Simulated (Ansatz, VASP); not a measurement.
# Two plane-wave programs on C

INCAR

```
SYSTEM = C
PREC = Accurate
ENCUT = 520
EDIFF = 1E-6
ISMEAR = 0
SIGMA = 0.05
LREAL = .False.
LASPH = .True.
NELM = 100
ALGO = Normal
ISIF = 2
LWAVE = .False.
LCHARG = .False.
GGA = PS
IVDW = 12
NBANDS = 11
```

KPOINTS

```
regular mesh
0
Gamma
  15 15 15
  0 0 0
```

POSCAR

```
C
1.0
    1.2086040829      0.6977878926      3.2287303307
   -1.2086040829      0.6977878926      3.2287303307
    0.0000000000     -1.3955757852      3.2287303307
C
2
Direct
    0.1665835217      0.1665835217      0.1665835217
    0.8334164783      0.8334164783      0.8334164783
```

Input for Ansatz:

```yaml
crystal:
  lattice:
    - [1.2086040829, 0.6977878926, 3.2287303307]
    - [-1.2086040829, 0.6977878926, 3.2287303307]
    - [0.0, -1.3955757852, 3.2287303307]
  atoms:
    - { symbol: C, position: [0.1665835217, 0.1665835217, 0.1665835217] }
    - { symbol: C, position: [0.8334164783, 0.8334164783, 0.8334164783] }
basis:
  ecutwfc: 520.0
kpoints:
  mp_grid: { grid: [15, 15, 15] }
hamiltonian:
  xc: pbesol
  dispersion: d3bj
scf:
  occupations: { method: gaussian, width: 0.05 }
output:
  forces: true
  stress: true
  eigenvalues: true
```

Change from the starting cell: mode 5 frozen in at +0.000 Å, equal normal strain along x, y and z -0.0167.

Alike in both runs: task single point; functional PBEsol; dispersion D3(BJ); k mesh 15 × 15 × 15; occupations gaussian, width 0.05 eV; no spin polarisation.

|  | VASP | Ansatz |
| --- | --- | --- |
| version | VASP 6.6.1 | Ansatz 0.2.0 |
| potentials or method | VASP PAW PBE potentials, release 64 (C), cutoff 520 eV | scalar-relativistic, plane waves, PAW |
| valence electrons in the cell | 8 | 8 |

```tsv
	VASP	Ansatz	Ansatz less VASP
gap on the k mesh at the Fermi level (eV)	0.81	0.81	-0.001
least direct gap on the mesh (eV)	0.81	0.81	-0.001
pressure (GPa)	17.6	16.9	-0.74
traceless stress, the component that is largest in VASP (GPa)	-17.09	-16.25	+0.839
```

VASP's potentials were made for PBE, not for PBEsol.
